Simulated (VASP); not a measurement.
# GaN: single point with PBE

GaN:

```
CELL_PARAMETERS angstrom
3.18315 0.00000 0.00000
-1.59157 2.75669 0.00000
0.00000 0.00000 4.90941
ATOMIC_POSITIONS crystal
Ga 0.33333 0.66667 0.99345
Ga 0.66667 0.33333 0.49345
N 0.33333 0.66667 0.38155
N 0.66667 0.33333 0.88155
```

This cell differs from its parent crystal: uniaxial z strain -5.3%.

* Program: VASP 6.6.1
* Task: single point
* Functional: PBE
* Potentials or basis: VASP PAW PBE potentials, release 64 (Ga_d, N)
* Cutoff: 520 eV
* k mesh: 12 × 12 × 6
* Occupations: fermi-dirac, width 0.02 eV
* Spin: no spin polarisation
* Dipole correction: no
* Further INCAR settings: ALGO = Normal; EDIFF = 1e-07; NBANDS = 26

```json
{"Pressure": "18.2 GPa", "Largest force": "0.028 eV/Å", "Band gap on the k mesh": "2.19 eV"}
```

Forces on the atoms (eV/Å):
```
Ga   0.000  0.000 -0.028
Ga   0.000  0.000 -0.028
N    0.000  0.000  0.028
N    0.000  0.000  0.028
```

Stress tensor (GPa, compression positive):
```
13.10  0.00  0.00
 0.00 13.10  0.00
 0.00  0.00 28.31
```

Levels at points of the mesh, in eV from the valence-band top:
| k point | band 16 | band 17 | band 18 | band 19 | band 20 | band 21 |
| --- | --- | --- | --- | --- | --- | --- |
| (0.00, 0.00, 0.00) | -0.26 | -0.26 | 0.00 | 2.19 | 3.85 | 9.57 |
| (0.50, 0.00, 0.00) | -3.37 | -2.41 | -1.29 | 4.65 | 5.78 | 6.47 |
| (0.00, 0.00, 0.50) | -0.90 | -0.90 | -0.90 | 4.27 | 4.27 | 8.84 |
| (0.50, 0.00, 0.50) | -2.42 | -1.86 | -1.86 | 4.56 | 4.56 | 8.01 |

Wall time 26 s on 1 thread of Intel(R) Xeon(R) 6975P-C (Granite Rapids) (shared host), peak memory 0.2 GiB.

Caveat: the cell differs from its parent crystal (uniaxial z strain -5.3%); the cell stands under pressure.
